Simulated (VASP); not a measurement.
Wanted: the native input for a VASP 6.6.1 run.

```yaml
Task: relaxation of cell and atoms
Functional: r2SCAN
Potentials_or_basis: VASP PAW PBE potentials, release 64 (La)
Cutoff: 600 eV
k_mesh: 11 × 11 × 11
Occupations: fermi-dirac, width 0.05 eV
Spin: collinear spin
Starting_moments: "[1.0] μB"
Dipole_correction: no
Further_INCAR_settings: ALGO = Normal; EDIFF = 1e-07; IBRION = 2; EDIFFG = -0.01; NSW = 80; ISIF = 3
```

Crystal: La.

```xyz
1
Lattice="-2.1070 2.1070 2.1070 2.1070 -2.1070 2.1070 2.1070 2.1070 -2.1070" Properties=species:S:1:pos:R:3 pbc="T T T"
La    0.0000    0.0000    0.0000
```

This isn't the form of La at room conditions, which is double hcp.

These files were run (other wordings do the same):

POSCAR

```
La
1.0
   -2.1069968026      2.1069968026      2.1069968026
    2.1069968026     -2.1069968026      2.1069968026
    2.1069968026      2.1069968026     -2.1069968026
La
1
Direct
    0.0000000000      0.0000000000      0.0000000000
```

INCAR.step1

```
SYSTEM = La
PREC = Accurate ; ENCUT = 600
ISMEAR = -1 ; SIGMA = 0.05
LREAL = .FALSE. ; LASPH = .TRUE.
NELM = 150 ; ISPIN = 2
MAGMOM = 1 ; LMAXMIX = 6
GGA = PE ; ALGO = Normal
EDIFF = 1E-4 ; LWAVE = .TRUE.
LCHARG = .FALSE.
```

INCAR.step2

```
SYSTEM = La
PREC = Accurate ; ENCUT = 600
EDIFF = 1E-7 ; ISMEAR = -1
SIGMA = 0.05 ; LREAL = .FALSE.
LASPH = .TRUE. ; NELM = 150
ALGO = Normal ; ISIF = 3
LWAVE = .FALSE. ; LCHARG = .FALSE.
ISPIN = 2 ; MAGMOM = 1
LORBIT = 11 ; LMAXMIX = 6
METAGGA = R2SCAN ; LMIXTAU = .TRUE.
IBRION = 2 ; NSW = 80
EDIFFG = -0.01 ; ISTART = 1
```

KPOINTS

```
Automatic mesh
0
G
  11 11 11
  0 0 0
```

Potentials or basis: VASP PAW PBE potentials, release 64 (La).

Launch:

```sh
$ cat potpaw_PBE.64/La/POTCAR > POTCAR
$ cp INCAR.step1 INCAR
$ mpirun -np 1 vasp_std > vasp.out
$ cp INCAR.step2 INCAR
$ mpirun -np 1 vasp_std > vasp.out
```

It gave:

```yaml
Relaxed_volume: 38.38 Å³/atom
Relaxed_cell: a = 3.681 Å, b = 3.681 Å, c = 3.681 Å, α = 109.47°, β = 109.47°, γ = 109.47°
Space_group_after_relaxing_to_0.1_Å: Im-3m (No. 229)
Energy_gained_by_relaxing: 2.0 meV/atom
Ionic_steps: 3
Pressure_after_relaxing: 0.0 GPa
Net_moment: 0.59 μB per cell
Site_moments: La +0.27 μB
Valence_electrons_inside_the_program's_atomic_spheres: La 8.55
```

Caveat: the PAW data sets were made with another functional, which shifts forces and pressure a little.

It took 11 min on 1 thread of Intel(R) Xeon(R) Platinum 8375C CPU @ 2.90GHz (Ice Lake), with other jobs on the host, peak memory 0.24 GiB.
